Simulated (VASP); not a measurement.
# AgCl (I4/mmm) in VASP: single point with r2SCAN

Aim: the single point of AgCl with r2SCAN.

All numbers are computed with VASP 6.6.1; they aren't measurements. Logs are shortened: lines on timing, memory, paths and dates and some standing lists are left out, and cuts for length are marked.

**1. The cell of the first run**

It takes space group I4/mmm (No. 139, tetragonal). The conventional cell has a = 3.922 Å, b = 3.922 Å, c = 5.325 Å, α = 90.00°, β = 90.00°, γ = 90.00°. Within 3.5 Å of Ag (site symmetry 4/mmm) lie 6 Cl at 2.66 to 2.77 Å. Within 3.5 Å of Cl (site symmetry 4/mmm) lie 6 Ag at 2.66 to 2.77 Å.

**2. Single point, r2SCAN (uniaxial x strain -4.0%)**

POSCAR reads:

```
AgCl
1.0
    0.0000000000      2.7731838141      2.7731838141
    2.6622564615      0.0000000000      2.7731838141
    2.6622564615      2.7731838141      0.0000000000
Ag Cl
1 1
Direct
    0.0000000000      0.0000000000      0.0000000000
    0.5000000000      0.5000000000      0.5000000000
```

INCAR.step1 reads:

```
SYSTEM = AgCl
PREC = Accurate
ENCUT = 520
ISMEAR = 0
SIGMA = 0.01
LREAL = .False.
LASPH = .True.
NELM = 100
NBANDS = 16
GGA = PE
ALGO = Normal
EDIFF = 1E-4
LWAVE = .True.
LCHARG = .False.
```

INCAR.step2 reads:

```
SYSTEM = AgCl
PREC = Accurate
ENCUT = 520
EDIFF = 1E-6
ISMEAR = 0
SIGMA = 0.01
LREAL = .False.
LASPH = .True.
NELM = 100
ALGO = Normal
ISIF = 2
LWAVE = .False.
LCHARG = .False.
METAGGA = R2SCAN
LMIXTAU = .True.
NBANDS = 16
ISTART = 1
```

KPOINTS reads:

```
Automatic mesh
0
Gamma
  8 8 8
  0 0 0
```

Potentials or basis: VASP PAW PBE potentials, release 64 (Ag, Cl).

On the command line:

```
> cat potpaw_PBE.64/Ag/POTCAR potpaw_PBE.64/Cl/POTCAR > POTCAR
> cp INCAR.step1 INCAR
> mpirun -np 1 vasp_std > vasp.out
> cp INCAR.step2 INCAR
> mpirun -np 1 vasp_std > vasp.out
```

OUTCAR:

```text
SYSTEM = AgCl
   PREC = Accurate
   ENCUT = 520
   EDIFF = 1E-6
   ISMEAR = 0
   LREAL = .False.
   LASPH = .True.
   NELM = 100
   ISIF = 2
   METAGGA = R2SCAN
   ISTART = 1

 ion  position               nearest neighbor table
   1  0.000  0.000  0.000-   2 2.66   2 2.66   2 2.77   2 2.77   2 2.77   2 2.77
   2  0.500  0.500  0.500-   1 2.66   1 2.66   1 2.77   1 2.77   1 2.77   1 2.77

  LATTYP: Found a body centered tetragonal cell.
 ALAT       =     3.9218741609
 C/A-ratio  =     1.3576450199

  Lattice vectors:

 A1 = (  -2.6622564615,   0.0000000000,  -2.7731838141)
 A2 = (  -2.6622564615,   0.0000000000,   2.7731838141)
 A3 = (   2.6622564615,   2.7731838141,   0.0000000000)

Analysis of symmetry for initial positions (statically):
=====================================================================
 Subroutine PRICEL returns:
 Original cell was already a primitive cell.

 Routine SETGRP: Setting up the symmetry group for a
 body centered tetragonal supercell.

 Subroutine GETGRP returns: Found 16 space group operations
 (whereof 16 operations were pure point group operations)
 out of a pool of 16 trial point group operations.

The static configuration has the point symmetry D_4h.

Analysis of symmetry for dynamics (positions and initial velocities):
=====================================================================
 Subroutine PRICEL returns:
 Original cell was already a primitive cell.

 Routine SETGRP: Setting up the symmetry group for a
 body centered tetragonal supercell.

 Subroutine GETGRP returns: Found 16 space group operations
 (whereof 16 operations were pure point group operations)
 out of a pool of 16 trial point group operations.

The dynamic configuration has the point symmetry D_4h.

 Subroutine INISYM returns: Found 16 space group operations
 (whereof 16 operations are pure point group operations),
 and found     1 'primitive' translations

----------------------------------------------------------------------------------------

                                     Primitive cell

  volume of cell :      40.9484

  direct lattice vectors                    reciprocal lattice vectors
     0.000000000  2.773183814  2.773183814    -0.187810606  0.180298182  0.180298182
     2.662256462  0.000000000  2.773183814     0.187810606 -0.180298182  0.180298182
     2.662256462  2.773183814  0.000000000     0.187810606  0.180298182 -0.180298182

  length of vectors
     3.921874161  3.844236977  3.844236977     0.316682321  0.316682321  0.316682321

  position of ions in fractional coordinates (direct lattice)
     0.000000000  0.000000000  0.000000000
     0.500000000  0.500000000  0.500000000

[... 79 lines left out ...]
   NSW    =      0    number of steps for IOM
   IBRION =     -1    ionic relax: 0-MD 1-quasi-New 2-CG
   NFREE  =      0    steps in history (QN), initial steepest desc. (CG)
   ISIF   =      2    stress and relaxation
   ISYM   =      2    0-nonsym 1-usesym 2-fastsym
   POTIM  = 0.5000    time-step for ionic-motion
   TEBEG  =    0.0;   TEEND  =   0.0 temperature during run
   PSTRESS=    0.0 pullay stress
   NELECT =      18.0000    total number of electrons
   NUPDOWN=      -1.0000    fix difference up-down
   EMIN   =  10.00;   EMAX   =-10.00  energy-range for DOS
   EFERMI =   0.00;   METHOD = LEGACY
   ISMEAR =     0;   SIGMA  =   0.01  broadening in eV -4-tet -1-fermi 0-gaus
   EFERMI_NEDOS =   21; number of points for ismear=-14 and -15
   IALGO  =     38    algorithm
   IMIX   =      4    mixing-type and parameters
     AMIX     =   0.40;   BMIX     =  1.00
     AMIX_MAG =   1.60;   BMIX_MAG =  1.00
  volume/ion in A,a.u.               =      20.47       138.17
  Fermi-wavevector in a.u.,A,eV,Ry     =   1.244763  2.352261 21.081335  1.549434
  Thomas-Fermi vector in A             =   2.379015
   LORBIT       =      0    0 simple, 1 ext, 2 COOP (PROOUT), +10 PAW based schemes
   METAGGA = R2SCAN    functional components
   LHFCALC =     F    Hartree Fock is set to
   AEXX    =    0.0000 exact exchange contribution
   IVDW    =     0    specifies the selected vdW correction
   LEPSILON=     F    determine dielectric tensor
   LRPA    =     F    only Hartree local field effects (RPA)
 non-spin polarized calculation
 Gauss-broadening in eV      SIGMA  =   0.01
  energy-cutoff  :      520.00
  volume of cell :       40.95
 maximum number of plane-waves:      1120
 NGX is ok and might be reduce to    30
   NGX = 15   NGY = 15   NGZ = 15

 number of electron      18.0000005 magnetization

 Free energy of the ion-electron system (eV)
  ---------------------------------------------------
  ext. energy  EPLUGINS =         0.00000000
  ---------------------------------------------------
  free energy    TOTEN  =       -28.62572862 eV

  energy without entropy =      -28.62572862  energy(sigma->0) =      -28.62572862

 E-fermi :   4.3289     XC(G=0): -10.7343

 val. band max:        4.2108348492   @ k =   0.5000   0.0000   0.0000
 cond. band min:       5.5118669060   @ k =   0.0000   0.0000   0.0000
 fundamental gap:      1.3010320568
 Fermi energy:         4.3289208286

 k-point     1 :       0.0000    0.0000    0.0000
  band No.  band energies     occupation
      1     -12.0393      2.00000
      2       1.3470      2.00000
      3       1.4250      2.00000
      4       1.4251      2.00000
      5       1.4893      2.00000
      6       1.4893      2.00000
[... 433 lines left out ...]
      3      -0.1700      2.00000
      4       0.0707      2.00000
      5       1.6474      2.00000
      6       1.7585      2.00000
[... 8 lines left out ...]
     15      18.3918      0.00000
     16      19.1303      0.00000

 [... further k-points ...]

------------------------ aborting loop because EDIFF is reached ----------------------------------------

  FORCE on cell =-STRESS in cart. coord.  units (eV):
  Direction    XX          YY          ZZ          XY          YZ          ZX
  --------------------------------------------------------------------------------------
  -------------------------------------------------------------------------------------
  Total        0.9053901      0.4525338      0.4525338      0.0000000      0.0000000      0.0000000
  in kB       35.4249383     17.7061623     17.7061623      0.0000000      0.0000000      0.0000000
  external PRESSURE =      23.6124210 kB  Pullay stress =       0.0000000 kB

 VOLUME and BASIS-vectors are now :
 -----------------------------------------------------------------------------
  energy-cutoff  :      520.00
  volume of cell :       40.95
      direct lattice vectors                 reciprocal lattice vectors
     0.000000000  2.773183814  2.773183814    -0.187810606  0.180298182  0.180298182
     2.662256462  0.000000000  2.773183814     0.187810606 -0.180298182  0.180298182
     2.662256462  2.773183814  0.000000000     0.187810606  0.180298182 -0.180298182

 POSITION                                       TOTAL-FORCE (eV/Angst)
 -----------------------------------------------------------------------------------
      0.00000      0.00000      0.00000         0.000000      0.000000     -0.000000
      2.66226      2.77318      2.77318         0.000000      0.000000      0.000000
 -----------------------------------------------------------------------------------
    total drift:                               -0.000000      0.000000      0.000000

  FREE ENERGIE OF THE ION-ELECTRON SYSTEM (eV)
  ---------------------------------------------------
  free  energy   TOTEN  =       -28.6257286201 eV

  energy  without entropy=      -28.6257286201  energy(sigma->0) =      -28.62572862
```

OUTCAR.step1:

```text
SYSTEM = AgCl
   PREC = Accurate
   ENCUT = 520
   ISMEAR = 0
   LREAL = .False.
   LASPH = .True.
[... 679 lines left out ...]
      0.00000      0.00000      0.00000         0.000000     -0.000000      0.000000
      2.66226      2.77318      2.77318         0.000000      0.000000     -0.000000
 -----------------------------------------------------------------------------------
    total drift:                               -0.000000      0.000000      0.000000

  FREE ENERGIE OF THE ION-ELECTRON SYSTEM (eV)
  ---------------------------------------------------
  free  energy   TOTEN  =        -5.3608978773 eV

  energy  without entropy=       -5.3608978773  energy(sigma->0) =       -5.36089788
```

Run time: 74 s. Hardware: 1 thread of Intel Xeon 6975P-C (Granite Rapids), shared host; peak memory 0.19 GiB.

What came out:

```yaml
Free_energy: -28.6257 eV
Pressure: 2.4 GPa
Band_gap_on_the_k_mesh: 1.30 eV, indirect (least direct gap 3.85 eV)
```

Levels at points of the mesh, in eV from the valence-band top:
| k point | band 5 | band 6 | band 7 | band 8 | band 9 | band 10 | band 11 | band 12 | band 13 | band 14 |
| --- | --- | --- | --- | --- | --- | --- | --- | --- | --- | --- |
| (0.00, 0.00, 0.00) | -2.72 | -2.72 | -2.71 | -2.70 | -2.68 | 1.30 | 11.17 | 11.17 | 11.26 | 12.60 |
| (0.50, 0.00, 0.00) | -2.36 | -2.33 | -2.00 | -0.28 | 0.00 | 4.45 | 7.29 | 7.84 | 8.29 | 14.06 |
| (0.50, 0.50, 0.00) | -3.12 | -2.52 | -2.24 | -2.21 | -2.08 | 2.75 | 8.26 | 9.12 | 12.19 | 12.89 |
| (0.00, 0.50, 0.50) | -3.08 | -2.46 | -2.23 | -2.23 | -2.06 | 2.69 | 7.98 | 9.52 | 12.24 | 12.24 |

Caveat: the cell differs from its parent crystal (uniaxial x strain -4.0%); the PAW data sets were made with another functional, which shifts forces and pressure a little.
